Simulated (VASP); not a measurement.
Wanted: the native input for a VASP 6.6.1 run.

| Property | Result |
| --- | --- |
| Task | single point |
| Functional | PBE |
| Potentials or basis | VASP PAW PBE potentials, release 64 (P, N) |
| Cutoff | 520 eV |
| k mesh | 4 × 6 × 6 |
| Occupations | gaussian, width 0.1 eV |
| Spin | no spin polarisation |
| Dipole correction | no |
| Further INCAR settings | ALGO = Normal; EDIFF = 1e-06; NBANDS = 30 |

The structure of PN lies in POSCAR:

```
PN
1.0
    5.5550880200      0.0000000000      0.0000000000
    0.0000000000      2.5705060200      0.0000000000
    0.0000000000      0.0000000000      3.2272151900
P N
4 4
Direct
    0.0564999900      0.7500000000      0.8499500200
    0.4435000100      0.2500000000      0.3499500200
    0.5564999900      0.7500000000      0.6500499800
    0.9435000100      0.2500000000      0.1500499800
    0.1542829900      0.2500000000      0.5311769800
    0.3457170100      0.7500000000      0.0311769800
    0.6542829900      0.2500000000      0.9688230200
    0.8457170100      0.7500000000      0.4688230200
```

The cell was built from a structure type or drawn by symmetry, and may not be a known phase.

One way to write it, as run:

INCAR

```
SYSTEM = PN
PREC = Accurate
ENCUT = 520
EDIFF = 1E-6
ISMEAR = 0
SIGMA = 0.1
LREAL = .False.
LASPH = .True.
NELM = 100
ALGO = Normal
ISIF = 2
LWAVE = .False.
LCHARG = .False.
GGA = PE
NBANDS = 30
```

KPOINTS

```
Automatic mesh
0
Gamma
  4 6 6
  0 0 0
```

Potentials or basis: VASP PAW PBE potentials, release 64 (P, N).

Launch:

```console
$ cat potpaw_PBE.64/P/POTCAR potpaw_PBE.64/N/POTCAR > POTCAR
$ mpirun -np 1 vasp_std > vasp.out
```

It gave:

```yaml
Pressure: 303.1 GPa
Largest_force: 20.687 eV/Å
Band_gap_on_the_k_mesh: zero (bands 20 and 21 overlap by 0.06 eV)
```

Caveat: the k points lie up to 0.41 Å⁻¹ apart; forces of over 1 eV/Å act on the atoms, so gaps and moduli don't describe the material at rest.

Wall time 22 s on 1 thread of Intel(R) Xeon(R) 6975P-C (Granite Rapids), with other jobs on the host, peak memory 0.17 GiB.
